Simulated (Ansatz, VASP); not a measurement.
## One calculation of CrAgC4N4, two programs

```
Cr Ag C N
1.0
     6.04687    0.00000    0.00000
     0.00000    6.04687    0.00000
     0.00000    0.00000    6.04687
Cr Ag C N
1 1 4 4
Direct
  0.50000 0.50000 0.50000
  0.00000 0.00000 0.00000
  0.20476 0.20476 0.20476
  0.20476 0.79524 0.79524
  0.79524 0.20476 0.79524
  0.79524 0.79524 0.20476
  0.31747 0.31747 0.31747
  0.31747 0.68253 0.68253
  0.68253 0.31747 0.68253
  0.68253 0.68253 0.31747
```

Alike in both runs: functional PBE; k mesh 4 × 4 × 4; occupations gaussian, width 0.1 eV; collinear spin.

Ansatz relaxed the structure, and its values are those at the end. VASP's run is a single point on that final structure, the one shown.

```csv
,VASP,Ansatz
version,VASP 6.6.1,Ansatz 0.2.0
potentials or method,"VASP PAW PBE potentials, release 64 (Cr_pv, Ag, C, N), cutoff 520 eV","scalar-relativistic, plane waves, PAW"
valence electrons in the cell,59,69
```

VASP gave:

- gap on the k mesh at the Fermi level (eV): none
- pressure (GPa): 0.4
- rms of the force components (eV/Å): 0.138
- net moment per atom (μB): 0.30
- size of the moment on the site where the two differ most (μB): 2.67

Problem. Estimate Ansatz's values.

Solution. gap on the k mesh at the Fermi level (eV): none; pressure (GPa): 0.1; rms of the force components (eV/Å): 0.026; net moment per atom (μB): 0.30; size of the moment on the site where the two differ most (μB): 2.20.

Site moments also hang on the region over which each program counts them. A gap of «none» marks a metal or a gap that the smearing closes. VASP's potentials hold 59 valence electrons a cell and Ansatz's 69, so a difference there can come from the potentials and not from the codes.

Noted on VASP's run: the standard files for N, O and F lose accuracy on very short bonds.
